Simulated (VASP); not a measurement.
# Bi2Te2Se (R-3m) in VASP: single point with PBEsol

Aim: the single point of Bi2Te2Se with PBEsol.

Everything below comes from runs of VASP 6.6.1. Logs are shortened: lines on timing, memory, paths and dates and some standing lists are left out, and cuts for length are marked.

## 1. The cell of the first run

The structure is trigonal, space group R-3m (No. 166). The conventional cell has a = 4.290 Å, b = 4.290 Å, c = 29.806 Å, α = 90.00°, β = 90.00°, γ = 120.00°. Bi (site symmetry 3m) has 3 Te at 3.04 Å and 3 Se at 3.08 Å within 4.0 Å. Te (site symmetry 3m) has 3 Bi at 3.04 Å and 3 Te at 3.71 Å within 4.0 Å. Se (site symmetry -3m) has 6 Bi at 3.08 Å within 4.0 Å.

## 2. Single point, PBEsol

The input, INCAR:

```
SYSTEM = Bi2Te2Se
ALGO     = Normal         ! electronic algorithm
EDIFF    = 1E-7           ! SCF threshold, eV
ENCUT    = 520            ! plane-wave cutoff, eV
GGA      = PS             ! functional
ISIF     = 2              ! what is computed and relaxed
ISMEAR   = -1             ! smearing method
LASPH    = .TRUE.         ! aspherical terms in the spheres
LCHARG   = .TRUE.         ! write CHGCAR
LELF     = .TRUE.         ! ELF
LREAL    = .FALSE.        ! projectors in reciprocal space
LVHAR    = .TRUE.       
LWAVE    = .FALSE.        ! write WAVECAR
NBANDS   = 32             ! bands
NELM     = 80             ! most SCF steps
PREC     = Accurate       ! precision mode
SIGMA    = 0.05           ! smearing width, eV
```

The input, KPOINTS:

```
k-points
0
G
  7 7 7
  0 0 0
```

The input, POSCAR:

```
Bi2Te2Se
1.0
    2.1449379856      1.2383805234      9.9353800775
   -2.1449379856      1.2383805234      9.9353800775
    0.0000000000     -2.4767610468      9.9353800775
Bi Te Se
2 2 1
Direct
    0.3944947935      0.3944947935      0.3944947935
    0.6055052065      0.6055052065      0.6055052065
    0.7870593917      0.7870593917      0.7870593917
    0.2129406083      0.2129406083      0.2129406083
    0.0000000000      0.0000000000      0.0000000000
```

Potentials or basis: VASP PAW PBE potentials, release 64 (Bi_d, Te, Se).

Started as:

```bash
> cat potpaw_PBE.64/Bi_d/POTCAR potpaw_PBE.64/Te/POTCAR potpaw_PBE.64/Se/POTCAR > POTCAR
> mpirun -np 1 vasp_std > vasp.out
```

OUTCAR:

```text
SYSTEM = Bi2Te2Se
   EDIFF = 1E-7
   ENCUT = 520
   GGA = PS
   ISIF = 2
   ISMEAR = -1
   LASPH = .TRUE.
   LREAL = .FALSE.
   NELM = 80
   PREC = Accurate

 ion  position               nearest neighbor table
   1  0.394  0.394  0.394-   3 3.04   3 3.04   3 3.04   5 3.08   5 3.08   5 3.08
   2  0.606  0.606  0.606-   4 3.04   4 3.04   4 3.04   5 3.08   5 3.08   5 3.08
   3  0.787  0.787  0.787-   1 3.04   1 3.04   1 3.04
   4  0.213  0.213  0.213-   2 3.04   2 3.04   2 3.04
   5  0.000  0.000  0.000-   2 3.08   2 3.08   1 3.08   1 3.08   2 3.08   1 3.08

  LATTYP: Found a trigonal (rhomboedric) cell.
 ALAT       =    10.2394395631
 COS(alpha) =     0.9122378806

  Lattice vectors:

 A1 = (   2.1449379856,   1.2383805234,   9.9353800775)
 A2 = (  -2.1449379856,   1.2383805234,   9.9353800775)
 A3 = (   0.0000000000,  -2.4767610468,   9.9353800775)

Analysis of symmetry for initial positions (statically):
=====================================================================
 Subroutine PRICEL returns:
 Original cell was already a primitive cell.

 Routine SETGRP: Setting up the symmetry group for a
 trigonal (rhombohedral) supercell.

 Subroutine GETGRP returns: Found 12 space group operations
 (whereof 12 operations were pure point group operations)
 out of a pool of 12 trial point group operations.

The static configuration has the point symmetry D_3d.

Analysis of symmetry for dynamics (positions and initial velocities):
=====================================================================
 Subroutine PRICEL returns:
 Original cell was already a primitive cell.

 Routine SETGRP: Setting up the symmetry group for a
 trigonal (rhombohedral) supercell.

 Subroutine GETGRP returns: Found 12 space group operations
 (whereof 12 operations were pure point group operations)
 out of a pool of 12 trial point group operations.

The dynamic configuration has the point symmetry D_3d.

 Subroutine INISYM returns: Found 12 space group operations
 (whereof 12 operations are pure point group operations),
 and found     1 'primitive' translations

----------------------------------------------------------------------------------------

                                     Primitive cell

  volume of cell :     158.3451

  direct lattice vectors                    reciprocal lattice vectors
     2.144937986  1.238380523  9.935380077     0.233106972  0.134584373  0.033550134
    -2.144937986  1.238380523  9.935380077    -0.233106972  0.134584373  0.033550134
     0.000000000 -2.476761047  9.935380077     0.000000000 -0.269168747  0.033550134

  length of vectors
    10.239439563 10.239439563 10.239439563     0.271251591  0.271251591  0.271251591

  position of ions in fractional coordinates (direct lattice)
     0.394494794  0.394494794  0.394494794
     0.605505206  0.605505206  0.605505206
     0.787059392  0.787059392  0.787059392
     0.212940608  0.212940608  0.212940608
     0.000000000  0.000000000  0.000000000

  ion indices of the primitive-cell ions
   primitive index   ion index
                 1           1
                 2           2
                 3           3
                 4           4
                 5           5

----------------------------------------------------------------------------------------

 KPOINTS: k-points

Automatic generation of k-mesh.
 Grid dimensions read from file:
 generate k-points for:    7    7    7

 Generating k-lattice:

  Cartesian coordinates                     Fractional coordinates (reciprocal lattice)
     0.033300996  0.019226339  0.004792876     0.142857143  0.000000000 -0.000000000
    -0.033300996  0.019226339  0.004792876     0.000000000  0.142857143 -0.000000000
     0.000000000 -0.038452678  0.004792876    -0.000000000 -0.000000000  0.142857143

  Length of vectors
     0.038750227  0.038750227  0.038750227

  Shift w.r.t. Gamma in fractional coordinates (k-lattice)
     0.000000000  0.000000000  0.000000000

 Subroutine IBZKPT returns following result:
 ===========================================

 Found     44 irreducible k-points:

 Following reciprocal coordinates:
            Coordinates               Weight
  0.000000  0.000000  0.000000      1.000000
  0.142857  0.000000  0.000000      6.000000
  0.285714  0.000000  0.000000      6.000000
  0.428571 -0.000000  0.000000      6.000000
  0.142857  0.142857  0.000000      6.000000
  0.285714  0.142857  0.000000     12.000000
[... 16 lines left out ...]
  0.285714  0.285714  0.142857      6.000000
  0.428571  0.285714  0.142857     12.000000
 [... further k-points ...]
   k-points           NKPTS =     44   k-points in BZ     NKDIM =     44   number of bands    NBANDS=     32
   number of dos      NEDOS =    301   number of ions     NIONS =      5
   total plane-waves  NPLWV = 512000
   dimension x,y,z NGX =    80 NGY =   80 NGZ =   80
   dimension x,y,z NGXF=   160 NGYF=  160 NGZF=  160
   ions per type =               2   2   1
   NGX,Y,Z   is equivalent  to a cutoff of  12.99, 12.99, 12.99 a.u.
   NGXF,Y,Z  is equivalent  to a cutoff of  25.98, 25.98, 25.98 a.u.
 SYSTEM =  Bi2Te2Se
   PREC   = accura    normal or accurate (medium, high low for compatibility)
   ISTART =      0    job   : 0-new  1-cont  2-samecut
   ICHARG =      2    charge: 1-file 2-atom 10-const
   ISPIN  =      1    spin polarized calculation?
   LNONCOLLINEAR =      F non collinear calculations
   LSORBIT =      F    spin-orbit coupling
   LASPH  =      T    aspherical Exc in radial PAW
   ENCUT  =  520.0 eV  38.22 Ry    6.18 a.u.  19.04 19.04 19.04*2*pi/ulx,y,z
   NELM   =     80;   NELMIN=  2; NELMDL= -5     # of ELM steps
   EDIFF  = 0.1E-06   stopping-criterion for ELM
   LREAL  =      F    real-space projection
   EDIFFG = 0.1E-05   stopping-criterion for IOM
   NSW    =      0    number of steps for IOM
   IBRION =     -1    ionic relax: 0-MD 1-quasi-New 2-CG
   NFREE  =      0    steps in history (QN), initial steepest desc. (CG)
   ISIF   =      2    stress and relaxation
   ISYM   =      2    0-nonsym 1-usesym 2-fastsym
   POTIM  = 0.5000    time-step for ionic-motion
   TEBEG  =    0.0;   TEEND  =   0.0 temperature during run
   PSTRESS=    0.0 pullay stress
   NELECT =      48.0000    total number of electrons
   NUPDOWN=      -1.0000    fix difference up-down
   EMIN   =  10.00;   EMAX   =-10.00  energy-range for DOS
   EFERMI =   0.00;   METHOD = LEGACY
   ISMEAR =    -1;   SIGMA  =   0.05  broadening in eV -4-tet -1-fermi 0-gaus
   EFERMI_NEDOS =   21; number of points for ismear=-14 and -15
   IALGO  =     38    algorithm
   IMIX   =      4    mixing-type and parameters
     AMIX     =   0.40;   BMIX     =  1.00
     AMIX_MAG =   1.60;   BMIX_MAG =  1.00
  volume/ion in A,a.u.               =      31.67       213.71
  Fermi-wavevector in a.u.,A,eV,Ry     =   1.099732  2.078193 16.455042  1.209411
  Thomas-Fermi vector in A             =   2.236132
   LORBIT       =      0    0 simple, 1 ext, 2 COOP (PROOUT), +10 PAW based schemes
   GGA     = PS    functional components
   LHFCALC =     F    Hartree Fock is set to
   AEXX    =    0.0000 exact exchange contribution
   IVDW    =     0    specifies the selected vdW correction
   LEPSILON=     F    determine dielectric tensor
   LRPA    =     F    only Hartree local field effects (RPA)
 non-spin polarized calculation
  energy-cutoff  :      520.00
  volume of cell :      158.35
 maximum number of plane-waves:      4284
 NGX is ok and might be reduce to    80
   NGX = 39   NGY = 39   NGZ = 39

 number of electron      48.0000000 magnetization

 Free energy of the ion-electron system (eV)
  ---------------------------------------------------
  ext. energy  EPLUGINS =         0.00000000
  ---------------------------------------------------
  free energy    TOTEN  =       -20.96440377 eV

  energy without entropy =      -20.96390913  energy(sigma->0) =      -20.96415645

 E-fermi :   5.8813     XC(G=0):  -9.6007

 val. band max:        5.8795314732   @ k =   0.0000   0.0000   0.0000
 cond. band min:       6.1728066570   @ k =   0.1429   0.1429   0.1429
 fundamental gap:      0.2932751838
 Fermi energy:         5.8813350954

 k-point     1 :       0.0000    0.0000    0.0000
  band No.  band energies     occupation
      1     -17.2406      2.00000
      2     -17.2406      2.00000
      3     -17.2375      2.00000
      4     -17.2375      2.00000
      5     -17.2286      2.00000
      6     -17.2267      2.00000
[... 24 lines left out ...]
     31      11.3246      0.00000
     32      11.4108      0.00000

 k-point     2 :       0.1429    0.0000    0.0000
  band No.  band energies     occupation
      1     -17.2427      2.00000
      2     -17.2391      2.00000
      3     -17.2376      2.00000
      4     -17.2348      2.00000
      5     -17.2280      2.00000
      6     -17.2267      2.00000
[... 24 lines left out ...]
     31      10.4222      0.00000
     32      11.0853      0.00000

 k-point     3 :       0.2857    0.0000    0.0000
  band No.  band energies     occupation
      1     -17.2488      2.00000
      2     -17.2435      2.00000
      3     -17.2334      2.00000
      4     -17.2313      2.00000
      5     -17.2300      2.00000
      6     -17.2261      2.00000
[... 24 lines left out ...]
     31       9.9066      0.00000
     32      11.6446      0.00000

 k-point     4 :       0.4286   -0.0000    0.0000
  band No.  band energies     occupation
      1     -17.2544      2.00000
      2     -17.2475      2.00000
      3     -17.2337      2.00000
      4     -17.2331      2.00000
      5     -17.2281      2.00000
      6     -17.2274      2.00000
[... 654 lines left out ...]
     31       9.6591      0.00000
     32      11.8123      0.00000

 k-point    23 :       0.2857    0.2857    0.1429
  band No.  band energies     occupation
      1     -17.2427      2.00000
      2     -17.2391      2.00000
      3     -17.2376      2.00000
      4     -17.2348      2.00000
      5     -17.2280      2.00000
      6     -17.2266      2.00000
[... 24 lines left out ...]
     31      10.7644      0.00000
     32      11.0280      0.00000

 k-point    24 :       0.4286    0.2857    0.1429
  band No.  band energies     occupation
      1     -17.2454      2.00000
      2     -17.2416      2.00000
      3     -17.2340      2.00000
      4     -17.2335      2.00000
      5     -17.2290      2.00000
      6     -17.2275      2.00000
[... 24 lines left out ...]
     31      10.4830      0.00000
     32      10.5531      0.00000

 [... further k-points ...]
[... 5 lines left out ...]
  --------------------------------------------------------------------------------------
  -------------------------------------------------------------------------------------
  Total        0.0249761      0.0249761      0.0216532      0.0000000      0.0000000      0.0000000
  in kB        0.2527150      0.2527150      0.2190925      0.0000000      0.0000000      0.0000000
  external PRESSURE =       0.2415075 kB  Pullay stress =       0.0000000 kB

 VOLUME and BASIS-vectors are now :
 -----------------------------------------------------------------------------
  energy-cutoff  :      520.00
  volume of cell :      158.35
      direct lattice vectors                 reciprocal lattice vectors
     2.144937986  1.238380523  9.935380077     0.233106972  0.134584373  0.033550134
    -2.144937986  1.238380523  9.935380077    -0.233106972  0.134584373  0.033550134
     0.000000000 -2.476761047  9.935380077     0.000000000 -0.269168747  0.033550134

 POSITION                                       TOTAL-FORCE (eV/Angst)
 -----------------------------------------------------------------------------------
      0.00000      0.00000     11.75837        -0.000000      0.000000     -0.011574
      0.00000      0.00000     18.04777        -0.000000      0.000000      0.011574
      0.00000      0.00000     23.45920        -0.000000      0.000000      0.020197
      0.00000      0.00000      6.34694        -0.000000     -0.000000     -0.020197
      0.00000      0.00000      0.00000         0.000000      0.000000      0.000000
 -----------------------------------------------------------------------------------
    total drift:                                0.000000      0.000000     -0.000000

  FREE ENERGIE OF THE ION-ELECTRON SYSTEM (eV)
  ---------------------------------------------------
  free  energy   TOTEN  =       -20.9644037735 eV

  energy  without entropy=      -20.9639091308  energy(sigma->0) =      -20.96415645
```

Run time: 34 min. Hardware: 1 thread of Intel Xeon 8259CL, shared host; peak memory 1.1 GiB.

Results:

* Free energy: -20.9644 eV
* Pressure: 0.0 GPa
* Largest force: 0.020 eV/Å

Forces in eV/Å, atoms in the order of the input:
```
Bi   0.000  0.000 -0.012
Bi   0.000  0.000  0.012
Te   0.000  0.000  0.020
Te   0.000  0.000 -0.020
Se   0.000  0.000  0.000
```

Caveat: the PAW data sets were made with another functional, which shifts forces and pressure a little; spin-orbit coupling is left out, which moves the levels of the heavy elements.
